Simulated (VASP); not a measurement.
# HgTe (F-43m) in VASP: further runs, part 2 of 3

VASP 6.6.1. Earlier steps stand in the parts before.

## Step 3: Relaxation of cell and atoms, PBE

This run uses another cell than the first one, of 33.50 Å³/atom, 0.910 times its volume.

INCAR

```
SYSTEM = HgTe
ALGO     = Normal         ! electronic algorithm
EDIFF    = 1E-6           ! SCF threshold, eV
EDIFFG   = -0.005         ! ionic threshold
ENCUT    = 600            ! plane-wave cutoff, eV
GGA      = PE             ! functional
IBRION   = 2              ! ionic algorithm
ISIF     = 3              ! what is computed and relaxed
ISMEAR   = 0              ! smearing method
LASPH    = .True.         ! aspherical terms in the spheres
LCHARG   = .False.        ! write CHGCAR
LREAL    = .False.        ! projectors in reciprocal space
LWAVE    = .False.        ! write WAVECAR
NELM     = 60             ! most SCF steps
NSW      = 100            ! ionic steps
PREC     = Accurate       ! precision mode
SIGMA    = 0.1            ! smearing width, eV
```

KPOINTS

```
k-points
0
Gamma
  12 12 12
  0 0 0
```

POSCAR

```
HgTe
1.0
    0.0000000000      3.2235000000      3.2235000000
    3.2235000000      0.0000000000      3.2235000000
    3.2235000000      3.2235000000      0.0000000000
Hg Te
1 1
Direct
    0.0000000000      0.0000000000      0.0000000000
    0.7500000000      0.7500000000      0.7500000000
```

Potentials or basis: VASP PAW PBE potentials, release 64 (Hg, Te).

The run is started by

```
> cat potpaw_PBE.64/Hg/POTCAR potpaw_PBE.64/Te/POTCAR > POTCAR
> mpirun -np 1 vasp_std > vasp.out
```

OUTCAR:

```text
SYSTEM = HgTe
   EDIFF = 1E-6
   EDIFFG = -0.005
   ENCUT = 600
   GGA = PE
   IBRION = 2
   ISIF = 3
   ISMEAR = 0
   LASPH = .True.
   LREAL = .False.
   NELM = 60
   NSW = 100
   PREC = Accurate

 ion  position               nearest neighbor table
   1  0.000  0.000  0.000-   2 2.79   2 2.79   2 2.79   2 2.79
   2  0.750  0.750  0.750-   1 2.79   1 2.79   1 2.79   1 2.79

  LATTYP: Found a face centered cubic cell.
 ALAT       =     6.4470000000

  Lattice vectors:

 A1 = (   0.0000000000,   3.2235000000,   3.2235000000)
 A2 = (   3.2235000000,   0.0000000000,   3.2235000000)
 A3 = (   3.2235000000,   3.2235000000,   0.0000000000)

Analysis of symmetry for initial positions (statically):
=====================================================================
 Subroutine PRICEL returns:
 Original cell was already a primitive cell.

 Routine SETGRP: Setting up the symmetry group for a
 face centered cubic supercell.

 Subroutine GETGRP returns: Found 24 space group operations
 (whereof 24 operations were pure point group operations)
 out of a pool of 48 trial point group operations.

The static configuration has the point symmetry T_d .

Analysis of symmetry for dynamics (positions and initial velocities):
=====================================================================
 Subroutine PRICEL returns:
 Original cell was already a primitive cell.

 Routine SETGRP: Setting up the symmetry group for a
 face centered cubic supercell.

 Subroutine GETGRP returns: Found 24 space group operations
 (whereof 24 operations were pure point group operations)
 out of a pool of 48 trial point group operations.

The dynamic configuration has the point symmetry T_d .

 Subroutine INISYM returns: Found 24 space group operations
 (whereof 24 operations are pure point group operations),
 and found     1 'primitive' translations

----------------------------------------------------------------------------------------

                                     Primitive cell

  volume of cell :      66.9905

  direct lattice vectors                    reciprocal lattice vectors
     0.000000000  3.223500000  3.223500000    -0.155110904  0.155110904  0.155110904
     3.223500000  0.000000000  3.223500000     0.155110904 -0.155110904  0.155110904
     3.223500000  3.223500000  0.000000000     0.155110904  0.155110904 -0.155110904

  length of vectors
     4.558717418  4.558717418  4.558717418     0.268659967  0.268659967  0.268659967

  position of ions in fractional coordinates (direct lattice)
     0.000000000  0.000000000  0.000000000
     0.750000000  0.750000000  0.750000000

  ion indices of the primitive-cell ions
   primitive index   ion index
                 1           1
                 2           2

----------------------------------------------------------------------------------------

 KPOINTS: k-points

Automatic generation of k-mesh.
 Grid dimensions read from file:
 generate k-points for:   12   12   12

 Generating k-lattice:

  Cartesian coordinates                     Fractional coordinates (reciprocal lattice)
    -0.012925909  0.012925909  0.012925909     0.083333333  0.000000000  0.000000000
     0.012925909 -0.012925909  0.012925909     0.000000000  0.083333333  0.000000000
[... 47 lines left out ...]
   NGXF,Y,Z  is equivalent  to a cutoff of  26.26, 26.26, 26.26 a.u.
 SYSTEM =  HgTe
   PREC   = accura    normal or accurate (medium, high low for compatibility)
   ISTART =      0    job   : 0-new  1-cont  2-samecut
   ICHARG =      2    charge: 1-file 2-atom 10-const
   ISPIN  =      1    spin polarized calculation?
   LNONCOLLINEAR =      F non collinear calculations
   LSORBIT =      F    spin-orbit coupling
   LASPH  =      T    aspherical Exc in radial PAW
   ENCUT  =  600.0 eV  44.10 Ry    6.64 a.u.   9.10  9.10  9.10*2*pi/ulx,y,z
   NELM   =     60;   NELMIN=  2; NELMDL= -5     # of ELM steps
   EDIFF  = 0.1E-05   stopping-criterion for ELM
   LREAL  =      F    real-space projection
   EDIFFG = -.5E-02   stopping-criterion for IOM
   NSW    =    100    number of steps for IOM
   IBRION =      2    ionic relax: 0-MD 1-quasi-New 2-CG
   NFREE  =      1    steps in history (QN), initial steepest desc. (CG)
   ISIF   =      3    stress and relaxation
   ISYM   =      2    0-nonsym 1-usesym 2-fastsym
   POTIM  = 0.5000    time-step for ionic-motion
   TEBEG  =    0.0;   TEEND  =   0.0 temperature during run
   PSTRESS=    0.0 pullay stress
   NELECT =      18.0000    total number of electrons
   NUPDOWN=      -1.0000    fix difference up-down
   EMIN   =  10.00;   EMAX   =-10.00  energy-range for DOS
   EFERMI =   0.00;   METHOD = LEGACY
   ISMEAR =     0;   SIGMA  =   0.10  broadening in eV -4-tet -1-fermi 0-gaus
   EFERMI_NEDOS =   21; number of points for ismear=-14 and -15
   IALGO  =     38    algorithm
   IMIX   =      4    mixing-type and parameters
     AMIX     =   0.40;   BMIX     =  1.00
     AMIX_MAG =   1.60;   BMIX_MAG =  1.00
  volume/ion in A,a.u.               =      33.50       226.04
  Fermi-wavevector in a.u.,A,eV,Ry     =   1.056399  1.996305 15.183815  1.115979
  Thomas-Fermi vector in A             =   2.191633
   LORBIT       =      0    0 simple, 1 ext, 2 COOP (PROOUT), +10 PAW based schemes
   GGA     = PE    functional components
   LHFCALC =     F    Hartree Fock is set to
   AEXX    =    0.0000 exact exchange contribution
   IVDW    =     0    specifies the selected vdW correction
   LEPSILON=     F    determine dielectric tensor
   LRPA    =     F    only Hartree local field effects (RPA)
 conjugate gradient relaxation of ions
 non-spin polarized calculation
 Gauss-broadening in eV      SIGMA  =   0.10
  energy-cutoff  :      600.00
  volume of cell :       66.99
 maximum number of plane-waves:      2253
   NGX = 19   NGY = 19   NGZ = 19

--------------------------------------- Ionic step        1  -------------------------------------------

 number of electron      18.0000001 magnetization

 Free energy of the ion-electron system (eV)
  ---------------------------------------------------
  ext. energy  EPLUGINS =         0.00000000
  ---------------------------------------------------
  free energy    TOTEN  =        -3.57260199 eV

  energy without entropy =       -3.57244902  energy(sigma->0) =       -3.57252551

------------------------ aborting loop because EDIFF is reached ----------------------------------------

  FORCE on cell =-STRESS in cart. coord.  units (eV):
  Direction    XX          YY          ZZ          XY          YZ          ZX
  --------------------------------------------------------------------------------------
  -------------------------------------------------------------------------------------
  Total        1.7390571      1.7390571      1.7390571     -0.0000000      0.0000000     -0.0000000
  in kB       41.5921536     41.5921536     41.5921536     -0.0000000      0.0000000     -0.0000000
  external PRESSURE =      41.5921536 kB  Pullay stress =       0.0000000 kB
[... 59 lines left out ...]
--------------------------------------- Ionic step        3  -------------------------------------------

 number of electron      17.9999998 magnetization

 Free energy of the ion-electron system (eV)
  ---------------------------------------------------
  ext. energy  EPLUGINS =         0.00000000
  ---------------------------------------------------
  free energy    TOTEN  =        -3.65114215 eV

  energy without entropy =       -3.65097762  energy(sigma->0) =       -3.65105988

 E-fermi :   2.2965     XC(G=0):  -8.3532

 val. band max:        2.2247656578   @ k =   0.0000   0.0000   0.0000
 cond. band min:       2.5768572038   @ k =   0.0833   0.0000   0.0000
 fundamental gap:      0.3520915460
 Fermi energy:         2.2965052171

 k-point     1 :       0.0000    0.0000    0.0000
  band No.  band energies     occupation
      1      -9.1827      2.00000
      2      -4.6621      2.00000
      3      -4.6621      2.00000
      4      -4.6621      2.00000
      5      -4.2310      2.00000
      6      -4.2310      2.00000
      7       1.2993      2.00000
      8       2.2248      1.68968
      9       2.2248      1.68968
     10       2.2248      1.68968
     11       6.5995      0.00000
     12       6.5995      0.00000
     13       6.5995      0.00000
[... 354 lines left out ...]
  band No.  band energies     occupation
      1      -8.6661      2.00000
      2      -4.5389      2.00000
      3      -4.5234      2.00000
      4      -4.2415      2.00000
      5      -4.2215      2.00000
      6      -3.9548      2.00000
      7      -2.6300      2.00000
      8       0.3808      2.00000
      9       1.1927      2.00000
     10       3.9423      0.00000
     11       6.9115      0.00000
     12       7.8454      0.00000
     13       8.7426      0.00000

 [... further k-points ...]
[... 5 lines left out ...]
  --------------------------------------------------------------------------------------
  -------------------------------------------------------------------------------------
  Total        0.0074995      0.0074995      0.0074995      0.0000000      0.0000000      0.0000000
  in kB        0.1632123      0.1632123      0.1632123      0.0000000      0.0000000      0.0000000
  external PRESSURE =       0.1632123 kB  Pullay stress =       0.0000000 kB
[... 17 lines left out ...]
  FREE ENERGIE OF THE ION-ELECTRON SYSTEM (eV)
  ---------------------------------------------------
  free  energy   TOTEN  =        -3.6511421483 eV

  energy  without entropy=       -3.6509776175  energy(sigma->0) =       -3.65105988

 reached required accuracy - stopping structural energy minimisation
```

Run time: 2.1 min. Hardware: 1 thread of Intel Xeon Platinum 8175M at 2.50GHz (Skylake/Cascade Lake), shared host; peak memory 0.28 GiB.

Results:

```yaml
Free_energy: -3.6511 eV
Relaxed_volume: 36.81 Å³/atom
Relaxed_cell: a = 4.704 Å, b = 4.704 Å, c = 4.704 Å, α = 60.00°, β = 60.00°, γ = 60.00°
Space_group_after_relaxing_to_0.05_Å: F-43m (No. 216)
Energy_gained_by_relaxing: 39.3 meV/atom
Ionic_steps: 3
Pressure_after_relaxing: 0.0 GPa
Band_gap_on_the_k_mesh: zero (filled and empty bands touch)
```

Step by step:
```
step  energy change (eV)  largest force (eV/Å)  pressure (GPa)  volume (Å³)
   1              0.0000                0.0000            4.16        66.99
   2             -0.0723                0.0000           -0.91        75.78
   3             -0.0785                0.0000            0.02        73.62
```

Final structure:
```
Hg Te
1.0
     0.00000    3.32649    3.32649
     3.32649    0.00000    3.32649
     3.32649    3.32649    0.00000
Hg Te
1 1
Cartesian
  0.0000 0.0000 0.0000
  4.9897 4.9897 4.9897
```

Levels at points of the mesh, in eV from the Fermi level:
```
           k point  band 7  band 8  band 9  band 10  band 11  band 12
(0.00, 0.00, 0.00)   -1.00   -0.07   -0.07    -0.07     4.30     4.30
(0.50, 0.00, 0.00)   -5.02   -0.90   -0.90     0.63     5.04     5.04
(0.50, 0.50, 0.00)   -5.05   -2.00   -2.00     1.84     2.64     7.85
```

Caveat: spin-orbit coupling is left out, which moves the levels of the heavy elements. Zero-point motion and thermal expansion aren't in these numbers.

(Part 2 of 3 ends here.)
